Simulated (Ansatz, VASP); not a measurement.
# Two plane-wave programs on CaGe2P2

INCAR

```
ALGO     = Normal         # electronic algorithm
EDIFF    = 1E-7           # SCF threshold, eV
ENCUT    = 520            # plane-wave cutoff, eV
GGA      = PE             # functional
ISIF     = 2              # what is computed and relaxed
ISMEAR   = 1              # smearing method
LASPH    = T              # aspherical terms in the spheres
LCHARG   = F              # write CHGCAR
LREAL    = F              # projectors in reciprocal space
LWAVE    = F              # write WAVECAR
NBANDS   = 59             # bands
NELM     = 60             # most SCF steps
PREC     = Accurate       # precision mode
SIGMA    = 0.0753         # smearing width, eV
```

Contents of KPOINTS:

```
k-points
0
Gamma
  6 6 3
```

POSCAR

```
CaGe2P2
1.0
    4.2614890000      0.0000000000      0.0000000000
    0.0000000000      4.2614890000      0.0000000000
    0.0000000000      0.0000000000     10.5159130000
Ge Ca P
4 2 4
Direct
    0.2500000000      0.2500000000      0.3680000000
    0.7500000000      0.7500000000      0.6320000000
    0.7500000000      0.2500000000      0.0000000000
    0.2500000000      0.7500000000      0.0000000000
    0.2500000000      0.2500000000      0.7490000000
    0.7500000000      0.7500000000      0.2510000000
    0.2500000000      0.2500000000      0.1080000000
    0.7500000000      0.7500000000      0.8920000000
    0.7500000000      0.2500000000      0.5000000000
    0.2500000000      0.7500000000      0.5000000000
```

Input for Ansatz:

```yaml
crystal:
  lattice:
    - [4.261489, 0.0, 0.0]
    - [0.0, 4.261489, 0.0]
    - [0.0, 0.0, 10.515913]
  atoms:
    - { symbol: Ge, position: [0.25, 0.25, 0.368] }
    - { symbol: Ge, position: [0.75, 0.75, 0.632] }
    - { symbol: Ca, position: [0.25, 0.25, 0.749] }
    - { symbol: Ca, position: [0.75, 0.75, 0.251] }
    - { symbol: P, position: [0.25, 0.25, 0.108] }
    - { symbol: P, position: [0.75, 0.75, 0.892] }
    - { symbol: Ge, position: [0.75, 0.25, 0.0] }
    - { symbol: Ge, position: [0.25, 0.75, 0.0] }
    - { symbol: P, position: [0.75, 0.25, 0.5] }
    - { symbol: P, position: [0.25, 0.75, 0.5] }
  symmetry: { tolerance: 0.0003 }
kpoints:
  mp_grid: { grid: [6, 6, 3], shift: [0, 0, 0] }
  band_path:
    path:
      - [0.0, 0.0, 0.0]
      - [0.0, 0.5, 0.0]
      - [0.5, 0.5, 0.0]
      - [0.0, 0.0, 0.0]
      - [0.0, 0.0, 0.5]
      - [0.0, 0.5, 0.5]
      - [0.5, 0.5, 0.5]
      - [0.0, 0.0, 0.5]
      - [0.0, 0.5, 0.0]
      - [0.0, 0.5, 0.5]
      - [0.5, 0.5, 0.0]
    npoints: 6
magnetization:
  spin_polarized: false
scf:
  occupations: { method: cold, width: 0.0753 }
  lower_state_search: "off"
  max_iter: 200
hamiltonian:
  pseudopotentials: { kind: paw }
  xc: pbe
basis:
  ecutwfc: 420
  fft_grid_basis: typed
output:
  forces: true
  stress: true
  eigenvalues: true
  bader: true
  populations: true
  elf: true
  write_potential: true
  volumetric_format: npy
  dos:
    e_range: [-12, 8]
    de: 0.05
    projected: { site_lists: { Ca: [Ca], Ge: [Ge], P: [P] } }
checkpoint:
  read: saved_state
```

Alike in both runs: task single point; functional PBE; k mesh 6 × 6 × 3; no spin polarisation.

|  | VASP | Ansatz |
| --- | --- | --- |
| version | VASP 6.6.1 | Ansatz 0.2.0 |
| potentials or method | VASP PAW PBE potentials, release 64 (Ge_d, Ca_sv, P), cutoff 520 eV | PAW plane waves |
| occupations | methfessel-paxton of order 1, width 0.0753 eV | cold, width 0.0753 eV |
| valence electrons in the cell | 96 | 96 |

```tsv
	VASP	Ansatz	Ansatz less VASP
pressure (GPa)	9.3	9.3	+0.02
rms of the force components (eV/Å)	0.248	0.248	0.0000
```
